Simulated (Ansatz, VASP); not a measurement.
**One calculation of KMgBr3, two programs**

```
K Mg Br
1.0
     5.43575    0.00000    0.00000
     0.00000    5.30317    0.00000
     0.00000    0.00000    5.30317
K Mg Br
1 1 3
Direct
  0.00000 0.00000 0.00000
  0.50000 0.50000 0.50000
  0.50000 0.50000 0.00000
  0.50000 0.00000 0.50000
  0.00000 0.50000 0.50000
```

Change from the starting cell: uniaxial_x strain +2.5%.

Alike in both runs: task single point; functional r2SCAN; k mesh 6 × 6 × 6; no spin polarisation.

```csv
,VASP,Ansatz
version,VASP 6.6.1,Ansatz 0.2.0
potentials or method,"VASP PAW PBE potentials, release 64 (K_sv, Mg, Br)","plane waves, PAW"
plane-wave cutoff (eV),520,500
occupations,"gaussian, width 0.01 eV",fixed
valence electrons in the cell,32,40
```

VASP gave:

- gap on the k mesh at the Fermi level (eV): 3.44
- pressure (GPa): -0.8
- traceless stress, the component that is largest in VASP (GPa): -0.49

Which values does Ansatz return?

gap on the k mesh at the Fermi level (eV): 3.48; pressure (GPa): -0.6; traceless stress, the component that is largest in VASP (GPa): -0.50.

VASP's potentials were made for PBE, not for r2SCAN. VASP's potentials hold 32 valence electrons a cell and Ansatz's 40, so a difference there can come from the potentials and not from the codes.
